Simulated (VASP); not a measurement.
Here is a VASP 6.6.1 calculation.

Contents of INCAR:

```
  ALGO = Normal
  EDIFF = 1E-6
  ENCUT = 750
  GGA = PS
  GGA_COMPAT = F
  ISIF = 2
  ISMEAR = -1
  LASPH = T
  LCHARG = F
  LREAL = F
  LWAVE = F
  NBANDS = 13
  NELM = 120
  PREC = Accurate
  SIGMA = 0.05
```

KPOINTS

```
k-points
0
Gamma
  8 8 8
```

The input POSCAR:

```
Li2S
1.0
    0.0000000000      2.8633382973      2.8633382973
    2.8633382973      0.0000000000      2.8633382973
    2.8633382973      2.8633382973      0.0000000000
S Li
1 2
Direct
    0.0000000000      0.0000000000      0.0000000000
    0.7500000000      0.7500000000      0.7500000000
    0.2500000000      0.2500000000      0.2500000000
```

Potentials or basis: VASP PAW PBE potentials, release 64 (S, Li_sv).

The run is started by

```console
$ cat potpaw_PBE.64/S/POTCAR potpaw_PBE.64/Li_sv/POTCAR > POTCAR
$ mpirun -np 1 vasp_std > vasp.out
```

Problem. What does it give for the band gap on the k mesh?

Solution. 3.23 eV (least direct gap 4.03 eV).

Problem. What does it give for the pressure?

Solution. -1.6 GPa.

Caveat: the PAW data sets were made with another functional, which shifts forces and pressure a little. A k mesh can miss the band edges.
